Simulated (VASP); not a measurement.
# BP (F-43m) in VASP: settings compared

The runs below take BP through single point, relaxation of cell and atoms, with PBE, BLYP+D3(BJ).

Program: VASP 6.6.1. These are calculated values, not measurements. Logs are shortened: lines on timing, memory, paths and dates and some standing lists are left out, and cuts for length are marked.

## 1. The cell of the first run

The structure is cubic, space group F-43m (No. 216). Conventional cell: a = 4.538 Å, b = 4.538 Å, c = 4.538 Å, α = 90.00°, β = 90.00°, γ = 90.00°. Within 2.6 Å of P (site symmetry -43m) lie 4 B at 1.97 Å. Within 2.6 Å of B (site symmetry -43m) lie 4 P at 1.97 Å.

## 2. Single point, PBE

Input file INCAR:

```
PREC = Accurate
ENCUT = 520
EDIFF = 1E-7
ISMEAR = 0
SIGMA = 0.03
LREAL = False
LASPH = True
NELM = 80
ALGO = Normal
ISIF = 2
LWAVE = False
LCHARG = True
GGA = PE
LELF = True
LVHAR = True
NBANDS = 11
```

Input file KPOINTS:

```
regular mesh
0
Gamma
  10 10 10
```

Input file POSCAR:

```
BP
1.0
    0.0000000000      2.2690000000      2.2690000000
    2.2690000000      0.0000000000      2.2690000000
    2.2690000000      2.2690000000      0.0000000000
P B
1 1
Direct
    0.7500000000      0.7500000000      0.7500000000
    0.0000000000      0.0000000000      0.0000000000
```

Potentials or basis: VASP PAW PBE potentials, release 64 (P, B).

On the command line:

```console
$ cat potpaw_PBE.64/P/POTCAR potpaw_PBE.64/B/POTCAR > POTCAR
$ mpirun -np 1 vasp_std > vasp.out
```

OUTCAR:

```text
PREC = Accurate
   ENCUT = 520
   EDIFF = 1E-7
   ISMEAR = 0
   LREAL = False
   LASPH = True
   NELM = 80
   ISIF = 2
   GGA = PE

 ion  position               nearest neighbor table
   1  0.750  0.750  0.750-   2 1.97   2 1.97   2 1.97   2 1.97
   2  0.000  0.000  0.000-   1 1.97   1 1.97   1 1.97   1 1.97

  LATTYP: Found a face centered cubic cell.
 ALAT       =     4.5380000000

  Lattice vectors:

 A1 = (   0.0000000000,   2.2690000000,   2.2690000000)
 A2 = (   2.2690000000,   0.0000000000,   2.2690000000)
 A3 = (   2.2690000000,   2.2690000000,   0.0000000000)

Analysis of symmetry for initial positions (statically):
=====================================================================
 Subroutine PRICEL returns:
 Original cell was already a primitive cell.

 Routine SETGRP: Setting up the symmetry group for a
 face centered cubic supercell.

 Subroutine GETGRP returns: Found 24 space group operations
 (whereof 24 operations were pure point group operations)
 out of a pool of 48 trial point group operations.

The static configuration has the point symmetry T_d .

Analysis of symmetry for dynamics (positions and initial velocities):
=====================================================================
 Subroutine PRICEL returns:
 Original cell was already a primitive cell.

 Routine SETGRP: Setting up the symmetry group for a
 face centered cubic supercell.

 Subroutine GETGRP returns: Found 24 space group operations
 (whereof 24 operations were pure point group operations)
 out of a pool of 48 trial point group operations.

The dynamic configuration has the point symmetry T_d .

 Subroutine INISYM returns: Found 24 space group operations
 (whereof 24 operations are pure point group operations),
 and found     1 'primitive' translations

----------------------------------------------------------------------------------------

                                     Primitive cell

  volume of cell :      23.3633

  direct lattice vectors                    reciprocal lattice vectors
     0.000000000  2.269000000  2.269000000    -0.220361393  0.220361393  0.220361393
     2.269000000  0.000000000  2.269000000     0.220361393 -0.220361393  0.220361393
     2.269000000  2.269000000  0.000000000     0.220361393  0.220361393 -0.220361393

  length of vectors
     3.208850573  3.208850573  3.208850573     0.381677128  0.381677128  0.381677128

  position of ions in fractional coordinates (direct lattice)
     0.750000000  0.750000000  0.750000000
     0.000000000  0.000000000  0.000000000

  ion indices of the primitive-cell ions
   primitive index   ion index
                 1           1
                 2           2

----------------------------------------------------------------------------------------

 KPOINTS: regular mesh

Automatic generation of k-mesh.
 Grid dimensions read from file:
 generate k-points for:   10   10   10

 Generating k-lattice:

  Cartesian coordinates                     Fractional coordinates (reciprocal lattice)
    -0.022036139  0.022036139  0.022036139     0.100000000  0.000000000  0.000000000
     0.022036139 -0.022036139  0.022036139     0.000000000  0.100000000  0.000000000
     0.022036139  0.022036139 -0.022036139     0.000000000  0.000000000  0.100000000

  Length of vectors
     0.038167713  0.038167713  0.038167713

  Shift w.r.t. Gamma in fractional coordinates (k-lattice)
     0.000000000  0.000000000  0.000000000

 Subroutine IBZKPT returns following result:
 ===========================================

 Found     47 irreducible k-points:

 Following reciprocal coordinates:
            Coordinates               Weight
  0.000000  0.000000  0.000000      1.000000
  0.100000  0.000000  0.000000      8.000000
  0.200000  0.000000  0.000000      8.000000
  0.300000  0.000000  0.000000      8.000000
  0.400000  0.000000  0.000000      8.000000
  0.500000  0.000000  0.000000      4.000000
[... 16 lines left out ...]
  0.300000  0.300000  0.000000      6.000000
  0.400000  0.300000  0.000000     24.000000
 [... further k-points ...]
   k-points           NKPTS =     47   k-points in BZ     NKDIM =     47   number of bands    NBANDS=     11
   number of dos      NEDOS =    301   number of ions     NIONS =      2
   total plane-waves  NPLWV =  13824
   dimension x,y,z NGX =    24 NGY =   24 NGZ =   24
   dimension x,y,z NGXF=    48 NGYF=   48 NGZF=   48
   ions per type =               1   1
   NGX,Y,Z   is equivalent  to a cutoff of  12.43, 12.43, 12.43 a.u.
   NGXF,Y,Z  is equivalent  to a cutoff of  24.87, 24.87, 24.87 a.u.
 SYSTEM =  unknown system
   PREC   = accura    normal or accurate (medium, high low for compatibility)
   ISTART =      0    job   : 0-new  1-cont  2-samecut
   ICHARG =      2    charge: 1-file 2-atom 10-const
   ISPIN  =      1    spin polarized calculation?
   LNONCOLLINEAR =      F non collinear calculations
   LSORBIT =      F    spin-orbit coupling
   LASPH  =      T    aspherical Exc in radial PAW
   ENCUT  =  520.0 eV  38.22 Ry    6.18 a.u.   5.97  5.97  5.97*2*pi/ulx,y,z
   NELM   =     80;   NELMIN=  2; NELMDL= -5     # of ELM steps
   EDIFF  = 0.1E-06   stopping-criterion for ELM
   LREAL  =      F    real-space projection
   EDIFFG = 0.1E-05   stopping-criterion for IOM
   NSW    =      0    number of steps for IOM
   IBRION =     -1    ionic relax: 0-MD 1-quasi-New 2-CG
   NFREE  =      0    steps in history (QN), initial steepest desc. (CG)
   ISIF   =      2    stress and relaxation
   ISYM   =      2    0-nonsym 1-usesym 2-fastsym
   POTIM  = 0.5000    time-step for ionic-motion
   TEBEG  =    0.0;   TEEND  =   0.0 temperature during run
   PSTRESS=    0.0 pullay stress
   NELECT =       8.0000    total number of electrons
   NUPDOWN=      -1.0000    fix difference up-down
   EMIN   =  10.00;   EMAX   =-10.00  energy-range for DOS
   EFERMI =   0.00;   METHOD = LEGACY
   ISMEAR =     0;   SIGMA  =   0.03  broadening in eV -4-tet -1-fermi 0-gaus
   EFERMI_NEDOS =   21; number of points for ismear=-14 and -15
   IALGO  =     38    algorithm
   IMIX   =      4    mixing-type and parameters
     AMIX     =   0.40;   BMIX     =  1.00
     AMIX_MAG =   1.60;   BMIX_MAG =  1.00
  volume/ion in A,a.u.               =      11.68        78.83
  Fermi-wavevector in a.u.,A,eV,Ry     =   1.145320  2.164342 17.847562  1.311759
  Thomas-Fermi vector in A             =   2.282009
   LORBIT       =      0    0 simple, 1 ext, 2 COOP (PROOUT), +10 PAW based schemes
   GGA     = PE    functional components
   LHFCALC =     F    Hartree Fock is set to
   AEXX    =    0.0000 exact exchange contribution
   IVDW    =     0    specifies the selected vdW correction
   LEPSILON=     F    determine dielectric tensor
   LRPA    =     F    only Hartree local field effects (RPA)
 non-spin polarized calculation
 Gauss-broadening in eV      SIGMA  =   0.03
  energy-cutoff  :      520.00
  volume of cell :       23.36
 maximum number of plane-waves:       639
   NGX = 11   NGY = 11   NGZ = 11

 number of electron       8.0000000 magnetization

 Free energy of the ion-electron system (eV)
  ---------------------------------------------------
  ext. energy  EPLUGINS =         0.00000000
  ---------------------------------------------------
  free energy    TOTEN  =       -12.93048089 eV

  energy without entropy =      -12.93048089  energy(sigma->0) =      -12.93048089

 E-fermi :   7.5675     XC(G=0): -10.9072

 val. band max:        7.4328441334   @ k =   0.0000   0.0000   0.0000
 cond. band min:       8.6721193264   @ k =   0.4000   0.4000   0.0000
 fundamental gap:      1.2392751929
 Fermi energy:         7.5675237514

 k-point     1 :       0.0000    0.0000    0.0000
  band No.  band energies     occupation
      1      -8.0276      2.00000
      2       7.4328      2.00000
      3       7.4328      2.00000
      4       7.4328      2.00000
      5      10.8335      0.00000
      6      10.8335      0.00000
      7      10.8335      0.00000
      8      14.8071      0.00000
      9      18.9457      0.00000
     10      19.5615      0.00000
     11      19.5615      0.00000

 k-point     2 :       0.1000    0.0000    0.0000
  band No.  band energies     occupation
      1      -7.8474      2.00000
      2       6.1308      2.00000
      3       7.1380      2.00000
      4       7.1380      2.00000
      5      11.2417      0.00000
      6      11.2417      0.00000
      7      11.2702      0.00000
      8      15.3282      0.00000
      9      18.8775      0.00000
     10      18.8775      0.00000
     11      19.5145      0.00000

 k-point     3 :       0.2000    0.0000    0.0000
  band No.  band energies     occupation
      1      -7.3138      2.00000
      2       3.7892      2.00000
      3       6.5789      2.00000
      4       6.5789      2.00000
      5      11.4679      0.00000
      6      11.9615      0.00000
      7      11.9615      0.00000
      8      16.5012      0.00000
      9      18.2767      0.00000
     10      18.2767      0.00000
     11      20.3746      0.00000

 k-point     4 :       0.3000    0.0000    0.0000
  band No.  band energies     occupation
      1      -6.4567      2.00000
      2       1.4299      2.00000
      3       6.0899      2.00000
      4       6.0899      2.00000
      5      11.3742      0.00000
      6      12.2908      0.00000
      7      12.2908      0.00000
      8      17.4120      0.00000
      9      18.8535      0.00000
     10      18.8535      0.00000
     11      20.6373      0.00000

 k-point     5 :       0.4000    0.0000    0.0000
  band No.  band energies     occupation
      1      -5.3895      2.00000
      2      -0.5905      2.00000
      3       5.7799      2.00000
      4       5.7799      2.00000
      5      11.2591      0.00000
      6      12.2216      0.00000
      7      12.2216      0.00000
      8      17.5970      0.00000
      9      20.5455      0.00000
     10      20.5455      0.00000
     11      21.5325      0.00000
[... 211 lines left out ...]
 k-point    21 :      -0.3000    0.2000    0.0000
  band No.  band energies     occupation
      1      -5.1660      2.00000
      2       0.4509      2.00000
      3       2.7736      2.00000
      4       5.5135      2.00000
      5      11.3277      0.00000
      6      13.5671      0.00000
      7      14.3494      0.00000
      8      16.7732      0.00000
      9      17.8139      0.00000
     10      20.1075      0.00000
     11      24.4129      0.00000

 k-point    22 :      -0.2000    0.2000    0.0000
  band No.  band energies     occupation
      1      -6.1652      2.00000
      2       2.1839      2.00000
      3       3.2610      2.00000
      4       6.1892      2.00000
      5      11.9077      0.00000
      6      12.7493      0.00000
      7      13.8201      0.00000
      8      15.7721      0.00000
      9      16.9352      0.00000
     10      21.0502      0.00000
     11      23.2378      0.00000

 k-point    23 :       0.3000    0.3000    0.0000
  band No.  band energies     occupation
      1      -5.9130      2.00000
      2       2.6004      2.00000
      3       4.2121      2.00000
      4       4.2121      2.00000
      5       8.9572      0.00000
      6      11.3432      0.00000
      7      16.2981      0.00000
      8      16.2981      0.00000
      9      20.4925      0.00000
     10      21.8174      0.00000
     11      23.9729      0.00000

 k-point    24 :       0.4000    0.3000    0.0000
  band No.  band energies     occupation
      1      -5.0880      2.00000
      2       1.2727      2.00000
      3       3.3844      2.00000
      4       3.9176      2.00000
      5       9.2444      0.00000
      6      11.0561      0.00000
      7      16.9122      0.00000
      8      16.9205      0.00000
      9      21.4338      0.00000
     10      22.6947      0.00000
     11      24.4913      0.00000

 [... further k-points ...]
[... 5 lines left out ...]
  --------------------------------------------------------------------------------------
  -------------------------------------------------------------------------------------
  Total        0.1310547      0.1310547      0.1310547      0.0000000      0.0000000      0.0000000
  in kB        8.9873080      8.9873080      8.9873080      0.0000000      0.0000000      0.0000000
  external PRESSURE =       8.9873080 kB  Pullay stress =       0.0000000 kB

 VOLUME and BASIS-vectors are now :
 -----------------------------------------------------------------------------
  energy-cutoff  :      520.00
  volume of cell :       23.36
      direct lattice vectors                 reciprocal lattice vectors
     0.000000000  2.269000000  2.269000000    -0.220361393  0.220361393  0.220361393
     2.269000000  0.000000000  2.269000000     0.220361393 -0.220361393  0.220361393
     2.269000000  2.269000000  0.000000000     0.220361393  0.220361393 -0.220361393

 POSITION                                       TOTAL-FORCE (eV/Angst)
 -----------------------------------------------------------------------------------
      3.40350      3.40350      3.40350        -0.000000     -0.000000     -0.000000
      0.00000      0.00000      0.00000         0.000000      0.000000      0.000000
 -----------------------------------------------------------------------------------
    total drift:                               -0.000000     -0.000000     -0.000000

  FREE ENERGIE OF THE ION-ELECTRON SYSTEM (eV)
  ---------------------------------------------------
  free  energy   TOTEN  =       -12.9304808862 eV

  energy  without entropy=      -12.9304808862  energy(sigma->0) =      -12.93048089
```

Run time: 7.5 s. Hardware: 1 thread of AMD EPYC 9R45 (Zen 5), shared host; peak memory 0.1 GiB.

What came out:

```yaml
Free_energy: -12.9305 eV
Pressure: 0.9 GPa
Band_gap_on_the_k_mesh: 1.24 eV, indirect (least direct gap 3.40 eV)
```

Levels at points of the mesh, in eV from the valence-band top:
| k point | band 1 | band 2 | band 3 | band 4 | band 5 | band 6 | band 7 | band 8 |
| --- | --- | --- | --- | --- | --- | --- | --- | --- |
| (0.00, 0.00, 0.00) | -15.46 | 0.00 | 0.00 | 0.00 | 3.40 | 3.40 | 3.40 | 7.37 |
| (0.50, 0.00, 0.00) | -12.14 | -9.03 | -1.76 | -1.76 | 3.78 | 4.71 | 4.71 | 10.13 |
| (0.50, 0.50, 0.00) | -10.61 | -8.58 | -4.11 | -4.11 | 1.33 | 1.66 | 12.12 | 12.12 |

## 3. Relaxation of cell and atoms, BLYP+D3(BJ)

Input file INCAR:

```
PREC = Accurate
ENCUT = 600
EDIFF = 1E-7
ISMEAR = -1
SIGMA = 0.05
LREAL = False
LASPH = True
NELM = 80
ALGO = Normal
ISIF = 3
LWAVE = False
LCHARG = False
GGA = B5
ALDAX = 1.0
AGGAX = 1.0
AGGAC = 1.0
ALDAC = 0.0
IVDW = 12
VDW_S6 = 1.0
VDW_S8 = 2.6996
VDW_A1 = 0.4298
VDW_A2 = 4.2359
IBRION = 2
NSW = 60
EDIFFG = -0.01
```

KPOINTS is that of step 2.

POSCAR is that of step 2.

Potentials or basis: VASP PAW PBE potentials, release 64 (P, B).

On the command line:

```console
$ cat potpaw_PBE.64/P/POTCAR potpaw_PBE.64/B/POTCAR > POTCAR
$ mpirun -np 1 vasp_std > vasp.out
```

Wall time 35 s (1 thread of AMD EPYC 9R45 (Zen 5), shared host); peak memory 0.13 GiB.

The run converged. Its results:

```
Free energy                            : -12.9430 eV
Relaxed volume                         : 11.42 Å³/atom
Relaxed cell                           : a = 3.185 Å, b = 3.185 Å, c = 3.185 Å, α = 60.00°, β = 60.00°, γ = 60.00°
Space group after relaxing (to 0.05 Å) : F-43m (No. 216)
Energy gained by relaxing              : 3.0 meV/atom
Ionic steps                            : 3
Pressure after relaxing                : 0.0 GPa
Band gap on the k mesh                 : 1.51 eV, indirect (least direct gap 3.62 eV)
Dispersion energy per atom             : -0.701 eV
```

The path:
| step | energy change (eV) | largest force (eV/Å) | pressure (GPa) | volume (Å³) |
| --- | --- | --- | --- | --- |
| 1 | 0.0000 | 0.0000 | -3.61 | 23.36 |
| 2 | -0.0030 | 0.0000 | 2.72 | 22.49 |
| 3 | -0.0060 | 0.0000 | 0.00 | 22.84 |

Final structure:
```
P B
1.0
     0.00000    2.25204    2.25204
     2.25204    0.00000    2.25204
     2.25204    2.25204    0.00000
P B
1 1
Direct
  0.75000 0.75000 0.75000
  0.00000 0.00000 0.00000
```

Levels at points of the mesh, in eV from the valence-band top:
```tsv
k point	band 1	band 2	band 3	band 4	band 5	band 6	band 7	band 8
(0.00, 0.00, 0.00)	-15.49	0.00	0.00	0.00	3.62	3.62	3.62	7.81
(0.50, 0.00, 0.00)	-12.14	-8.99	-1.74	-1.74	4.09	4.96	4.96	10.56
(0.50, 0.50, 0.00)	-10.60	-8.55	-4.09	-4.09	1.61	1.96	12.40	12.40
```

Caveat: the PAW data sets were made with another functional, which shifts forces and pressure a little. A hybrid or GW would open this gap; BLYP tends to underestimate it.
